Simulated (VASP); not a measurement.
# Y (I4/mmm) in VASP: a series of runs, part 2 of 2

VASP 6.6.1. The steps go on from the part before.

### 5 Single point, PBEsol

This run uses another cell than the first one, of the same volume but with other edges.

INCAR reads:

```
ALGO = Fast
EDIFF = 1E-7
ENCUT = 520
GGA = PS
ISIF = 2
ISMEAR = 0
LASPH = T
LCHARG = T
LELF = T
LREAL = F
LVHAR = T
LWAVE = F
NBANDS = 12
NELM = 100
PREC = Accurate
SIGMA = 0.15
```

KPOINTS reads:

```
k-points
0
Gamma
  18 18 18
```

POSCAR reads:

```
Y
1.0
    0.0000000000      2.1708474549      3.2562711823
    2.1708474549      0.0000000000      3.2562711823
    2.1708474549      2.1708474549      0.0000000000
Y
1
Direct
    0.0000000000      0.0000000000      0.0000000000
```

Potentials or basis: VASP PAW PBE potentials, release 64 (Y_sv).

Run with:

```bash
$ cat potpaw_PBE.64/Y_sv/POTCAR > POTCAR
$ mpirun -np 1 vasp_std > vasp.out
```

OUTCAR:

```text
EDIFF = 1E-7
   ENCUT = 520
   GGA = PS
   ISIF = 2
   ISMEAR = 0
   LASPH = T
   LREAL = F
   NELM = 100
   PREC = Accurate

 ion  position               nearest neighbor table
   1  0.000  0.000  0.000-

  LATTYP: Found a body centered tetragonal cell.
 ALAT       =     3.0700419126
 C/A-ratio  =     2.1213203435

  Lattice vectors:

 A1 = (  -2.1708474549,   0.0000000000,   3.2562711823)
 A2 = (   2.1708474549,   0.0000000000,   3.2562711823)
 A3 = (   0.0000000000,   2.1708474549,  -3.2562711823)

Analysis of symmetry for initial positions (statically):
=====================================================================
 Subroutine PRICEL returns:
 Original cell was already a primitive cell.

 Routine SETGRP: Setting up the symmetry group for a
 body centered tetragonal supercell.

 Subroutine GETGRP returns: Found 16 space group operations
 (whereof 16 operations were pure point group operations)
 out of a pool of 16 trial point group operations.

The static configuration has the point symmetry D_4h.

Analysis of symmetry for dynamics (positions and initial velocities):
=====================================================================
 Subroutine PRICEL returns:
 Original cell was already a primitive cell.

 Routine SETGRP: Setting up the symmetry group for a
 body centered tetragonal supercell.

 Subroutine GETGRP returns: Found 16 space group operations
 (whereof 16 operations were pure point group operations)
 out of a pool of 16 trial point group operations.

The dynamic configuration has the point symmetry D_4h.

 Subroutine INISYM returns: Found 16 space group operations
 (whereof 16 operations are pure point group operations),
 and found     1 'primitive' translations

----------------------------------------------------------------------------------------

                                     Primitive cell

  volume of cell :      30.6909

  direct lattice vectors                    reciprocal lattice vectors
     0.000000000  2.170847455  3.256271182    -0.230324797  0.230324797  0.153549865
     2.170847455  0.000000000  3.256271182     0.230324797 -0.230324797  0.153549865
     2.170847455  2.170847455  0.000000000     0.230324797  0.230324797 -0.153549865

  length of vectors
     3.913550905  3.913550905  3.070041913     0.360106353  0.360106353  0.360106353

  position of ions in fractional coordinates (direct lattice)
     0.000000000  0.000000000  0.000000000

  ion indices of the primitive-cell ions
   primitive index   ion index
                 1           1

----------------------------------------------------------------------------------------

 KPOINTS: k-points

Automatic generation of k-mesh.
 Grid dimensions read from file:
 generate k-points for:   18   18   18

 Generating k-lattice:

  Cartesian coordinates                     Fractional coordinates (reciprocal lattice)
    -0.012795822  0.012795822  0.008530548     0.055555556  0.000000000  0.000000000
     0.012795822 -0.012795822  0.008530548     0.000000000  0.055555556  0.000000000
     0.012795822  0.012795822 -0.008530548    -0.000000000 -0.000000000  0.055555556

  Length of vectors
     0.020005909  0.020005909  0.020005909

  Shift w.r.t. Gamma in fractional coordinates (k-lattice)
     0.000000000  0.000000000  0.000000000

 Subroutine IBZKPT returns following result:
 ===========================================

 Found    480 irreducible k-points:

 Following reciprocal coordinates:
            Coordinates               Weight
  0.000000  0.000000  0.000000      1.000000
  0.055556  0.000000  0.000000      8.000000
  0.111111  0.000000  0.000000      8.000000
  0.166667 -0.000000  0.000000      8.000000
  0.222222 -0.000000  0.000000      8.000000
  0.277778 -0.000000  0.000000      8.000000
[... 16 lines left out ...]
 -0.277778  0.055556  0.000000      8.000000
 -0.222222  0.055556  0.000000      8.000000
 [... further k-points ...]
   k-points           NKPTS =    480   k-points in BZ     NKDIM =    480   number of bands    NBANDS=     12
   number of dos      NEDOS =    301   number of ions     NIONS =      1
   total plane-waves  NPLWV =  21600
   dimension x,y,z NGX =    30 NGY =   30 NGZ =   24
   dimension x,y,z NGXF=    60 NGYF=   60 NGZF=   48
   ions per type =               1
   NGX,Y,Z   is equivalent  to a cutoff of  12.74, 12.74, 13.00 a.u.
   NGXF,Y,Z  is equivalent  to a cutoff of  25.49, 25.49, 25.99 a.u.
 SYSTEM =  unknown system
   PREC   = accura    normal or accurate (medium, high low for compatibility)
   ISTART =      0    job   : 0-new  1-cont  2-samecut
   ICHARG =      2    charge: 1-file 2-atom 10-const
   ISPIN  =      1    spin polarized calculation?
   LNONCOLLINEAR =      F non collinear calculations
   LSORBIT =      F    spin-orbit coupling
   LASPH  =      T    aspherical Exc in radial PAW
   ENCUT  =  520.0 eV  38.22 Ry    6.18 a.u.   7.28  7.28  5.71*2*pi/ulx,y,z
   NELM   =    100;   NELMIN=  2; NELMDL= -5     # of ELM steps
   EDIFF  = 0.1E-06   stopping-criterion for ELM
   LREAL  =      F    real-space projection
   EDIFFG = 0.1E-05   stopping-criterion for IOM
   NSW    =      0    number of steps for IOM
   IBRION =     -1    ionic relax: 0-MD 1-quasi-New 2-CG
   NFREE  =      0    steps in history (QN), initial steepest desc. (CG)
   ISIF   =      2    stress and relaxation
   ISYM   =      2    0-nonsym 1-usesym 2-fastsym
   POTIM  = 0.5000    time-step for ionic-motion
   TEBEG  =    0.0;   TEEND  =   0.0 temperature during run
   PSTRESS=    0.0 pullay stress
   NELECT =      11.0000    total number of electrons
   NUPDOWN=      -1.0000    fix difference up-down
   EMIN   =  10.00;   EMAX   =-10.00  energy-range for DOS
   EFERMI =   0.00;   METHOD = LEGACY
   ISMEAR =     0;   SIGMA  =   0.15  broadening in eV -4-tet -1-fermi 0-gaus
   EFERMI_NEDOS =   21; number of points for ismear=-14 and -15
   IALGO  =     68    algorithm
   IMIX   =      4    mixing-type and parameters
     AMIX     =   0.40;   BMIX     =  1.00
     AMIX_MAG =   1.60;   BMIX_MAG =  1.00
  volume/ion in A,a.u.               =      30.69       207.11
  Fermi-wavevector in a.u.,A,eV,Ry     =   1.162883  2.197530 18.399114  1.352297
  Thomas-Fermi vector in A             =   2.299439
   LORBIT       =      0    0 simple, 1 ext, 2 COOP (PROOUT), +10 PAW based schemes
   GGA     = PS    functional components
   LHFCALC =     F    Hartree Fock is set to
   AEXX    =    0.0000 exact exchange contribution
   IVDW    =     0    specifies the selected vdW correction
   LEPSILON=     F    determine dielectric tensor
   LRPA    =     F    only Hartree local field effects (RPA)
 non-spin polarized calculation
 RMM-DIIS sequential band-by-band and
 Gauss-broadening in eV      SIGMA  =   0.15
  energy-cutoff  :      520.00
  volume of cell :       30.69
 maximum number of plane-waves:       840
 NGX is ok and might be reduce to    30

 number of electron      11.0000000 magnetization

 Free energy of the ion-electron system (eV)
  ---------------------------------------------------
  ext. energy  EPLUGINS =         0.00000000
  ---------------------------------------------------
  free energy    TOTEN  =        -6.40980354 eV

  energy without entropy =       -6.38672163  energy(sigma->0) =       -6.39826259

 E-fermi :   3.0885     XC(G=0):  -9.7753

 val. band max:        3.0863412087   @ k =   0.3333   0.1667   0.0000
 cond. band min:       3.0895934904   @ k =   0.5000   0.5000   0.0000
 fundamental gap:      0.0032522817
 Fermi energy:         3.0884899451

 k-point     1 :       0.0000    0.0000    0.0000
  band No.  band energies     occupation
      1     -39.4614      2.00000
      2     -19.2175      2.00000
      3     -18.9023      2.00000
      4     -18.9023      2.00000
      5      -1.4884      2.00000
      6       2.9774      1.70527
      7       3.8488      0.00000
      8       6.9805      0.00000
      9       6.9805      0.00000
     10       9.4512      0.00000
     11      11.9255      0.00000
     12      14.0189      0.00000
[... 331 lines left out ...]
 k-point    24 :      -0.2222    0.0556    0.0000
  band No.  band energies     occupation
      1     -39.3774      2.00000
      2     -19.6240      2.00000
      3     -19.2021      2.00000
      4     -18.8472      2.00000
      5       0.1545      2.00000
      6       3.6621      0.00000
      7       4.0684      0.00000
      8       5.9327      0.00000
      9       7.3682      0.00000
     10       7.7767      0.00000
     11      13.2143      0.00000
     12      13.9246      0.00000

 [... further k-points ...]

------------------------ aborting loop because EDIFF is reached ----------------------------------------

  FORCE on cell =-STRESS in cart. coord.  units (eV):
  Direction    XX          YY          ZZ          XY          YZ          ZX
  --------------------------------------------------------------------------------------
  -------------------------------------------------------------------------------------
  Total        1.2921317      1.2921317     -1.9470750      0.0000000      0.0000000      0.0000000
  in kB       67.4540756     67.4540756   -101.6445499      0.0000000      0.0000000      0.0000000
  external PRESSURE =      11.0878671 kB  Pullay stress =       0.0000000 kB

 VOLUME and BASIS-vectors are now :
 -----------------------------------------------------------------------------
  energy-cutoff  :      520.00
  volume of cell :       30.69
      direct lattice vectors                 reciprocal lattice vectors
     0.000000000  2.170847455  3.256271182    -0.230324797  0.230324797  0.153549865
     2.170847455  0.000000000  3.256271182     0.230324797 -0.230324797  0.153549865
     2.170847455  2.170847455  0.000000000     0.230324797  0.230324797 -0.153549865

 POSITION                                       TOTAL-FORCE (eV/Angst)
 -----------------------------------------------------------------------------------
      0.00000      0.00000      0.00000         0.000000      0.000000      0.000000
 -----------------------------------------------------------------------------------
    total drift:                                0.000000      0.000000      0.000000

  FREE ENERGIE OF THE ION-ELECTRON SYSTEM (eV)
  ---------------------------------------------------
  free  energy   TOTEN  =        -6.4098035445 eV

  energy  without entropy=       -6.3867216295  energy(sigma->0) =       -6.39826259
```

OSZICAR:

```text
N       E                     dE             d eps       ncg     rms          rms(c)
DAV:   1     0.250289941509E+02    0.25029E+02   -0.56083E+03 11536   0.838E+02
DAV:   2    -0.531389695436E+01   -0.30343E+02   -0.29472E+02 13992   0.166E+02
[... 10 lines left out ...]
RMM:  13    -0.640982155448E+01   -0.24410E-04   -0.74726E-05 17909   0.497E-02    0.755E-02
RMM:  14    -0.640980932792E+01    0.12227E-04   -0.27908E-05 15841   0.348E-02    0.464E-02
RMM:  15    -0.640980259450E+01    0.67334E-05   -0.29299E-05 16453   0.433E-02    0.888E-03
RMM:  16    -0.640980291206E+01   -0.31756E-06   -0.75341E-06 17246   0.178E-02    0.433E-03
RMM:  17    -0.640980329112E+01   -0.37906E-06   -0.19030E-06 15265   0.723E-03    0.147E-03
RMM:  18    -0.640980354687E+01   -0.25575E-06   -0.71629E-07 13450   0.483E-03    0.137E-03
RMM:  19    -0.640980354448E+01    0.23917E-08   -0.33575E-07 10271   0.217E-03
   1 F= -.64098035E+01 E0= -.63982626E+01  d E =-.230819E-01
```

Run time: 3.9 min. Hardware: 1 thread of Intel Xeon Platinum 8259CL at 2.50GHz (Skylake/Cascade Lake), shared host; peak memory 0.33 GiB.

Results:

```
Free energy : -6.4098 eV
Pressure    : 1.1 GPa
```

Stress tensor (GPa, compression positive):
```
  6.75   0.00   0.00
  0.00   6.75   0.00
  0.00   0.00 -10.16
```

Levels at points of the mesh, in eV from the Fermi level:
```csv
k point,band 1,band 2,band 3,band 4,band 5,band 6,band 7,band 8,band 9,band 10
"(0.00, 0.00, 0.00)",-42.55,-22.31,-21.99,-21.99,-4.58,-0.11,0.76,3.89,3.89,6.36
"(0.50, 0.00, 0.00)",-42.40,-23.18,-22.32,-21.90,-1.70,0.27,1.33,3.39,4.84,5.48
"(0.50, 0.50, 0.00)",-42.52,-22.65,-22.03,-22.03,-2.31,-0.71,0.00,5.78,5.78,6.57
"(0.50, 0.00, 0.50)",-42.27,-23.04,-22.96,-22.19,-1.97,-0.34,3.28,4.23,4.61,6.69
```

Caveat: the PAW data sets were made with another functional, which shifts forces and pressure a little.

### 6 Single point, PBEsol

INCAR reads:

```
SYSTEM = Y
PREC = Accurate
ENCUT = 520
EDIFF = 1E-6
ISMEAR = 0
SIGMA = 0.15
LREAL = .FALSE.
LASPH = .TRUE.
NELM = 80
ALGO = Fast
ISIF = 2
LWAVE = .FALSE.
LCHARG = .FALSE.
GGA = PS
NBANDS = 12
```

KPOINTS reads:

```
Automatic mesh
0
G
  18 18 18
  0 0 0
```

POSCAR reads:

```
Y
1.0
    0.0000000000      2.5190453265      2.4182835134
    2.5190453265      0.0000000000      2.4182835134
    2.5190453265      2.5190453265      0.0000000000
Y
1
Direct
    0.0000000000      0.0000000000      0.0000000000
```

Potentials or basis: VASP PAW PBE potentials, release 64 (Y_sv).

Run with:

```bash
$ cat potpaw_PBE.64/Y_sv/POTCAR > POTCAR
$ mpirun -np 1 vasp_std > vasp.out
```

Wall time 3 min (1 thread of Intel Xeon Platinum 8259CL at 2.50GHz (Skylake/Cascade Lake), shared host); peak memory 0.33 GiB.

The run converged. Its results:

```yaml
Free_energy: -6.8072 eV
Pressure: 0.1 GPa
```

Stress tensor (GPa, compression positive):
```
-0.34  0.00  0.00
 0.00 -0.34  0.00
 0.00  0.00  0.83
```

Levels at points of the mesh, in eV from the Fermi level:
```
           k point  band 1  band 2  band 3  band 4  band 5  band 6  band 7  band 8  band 9  band 10
(0.00, 0.00, 0.00)  -42.45  -22.12  -22.12  -22.12   -4.86    1.73    1.73    2.07    3.74     4.23
(0.50, 0.00, 0.00)  -42.37  -22.81  -22.23  -22.19   -2.07    0.81    1.45    1.87    5.46     5.70
(0.50, 0.50, 0.00)  -42.33  -22.77  -22.40  -22.40   -1.86   -1.06    2.71    5.57    6.04     6.04
(0.50, 0.00, 0.50)  -42.34  -22.77  -22.37  -22.32   -1.91   -0.94    2.18    5.57    5.85     6.20
```

Caveat: the PAW data sets were made with another functional, which shifts forces and pressure a little.

### 7 Summary

| cell | further INCAR settings | gap on the mesh (eV) | pressure (GPa) |
| --- | --- | --- | --- |
| a = 3.472, b = 3.472, c = 3.613 Å, angles 58.6, 58.6, 62.7°, 1 atom | ALGO = Fast; EDIFF = 1e-06; NBANDS = 12 | none | 0.1 |
| a = 3.579, b = 3.579, c = 3.404 Å, angles 61.6, 61.6, 56.8°, 1 atom | ALGO = Fast; EDIFF = 1e-07; NBANDS = 12 | none | 0.0 |
| a = 3.421, b = 3.421, c = 4.057 Å, angles 53.6, 53.6, 72.7°, 1 atom | ALGO = Fast; EDIFF = 1e-06; NBANDS = 12 | none | 0.6 |
| a = 3.914, b = 3.914, c = 3.070 Å, angles 66.9, 66.9, 46.2°, 1 atom | ALGO = Fast; EDIFF = 1e-07; NBANDS = 12 | none | 1.1 |
| a = 3.492, b = 3.492, c = 3.562 Å, angles 59.3, 59.3, 61.3°, 1 atom | ALGO = Fast; EDIFF = 1e-06; NBANDS = 12 | none | 0.1 |

Alike in all rows: task single point; level PBEsol; potentials or basis VASP PAW PBE potentials, release 64 (Y_sv); no spin polarisation; k mesh 18 × 18 × 18; cutoff (eV) 520; smearing gaussian 0.15 eV.

Caveats: the PAW data sets were made with another functional, which shifts forces and pressure a little.

Absolute energies hang on the potentials; compare differences alone.
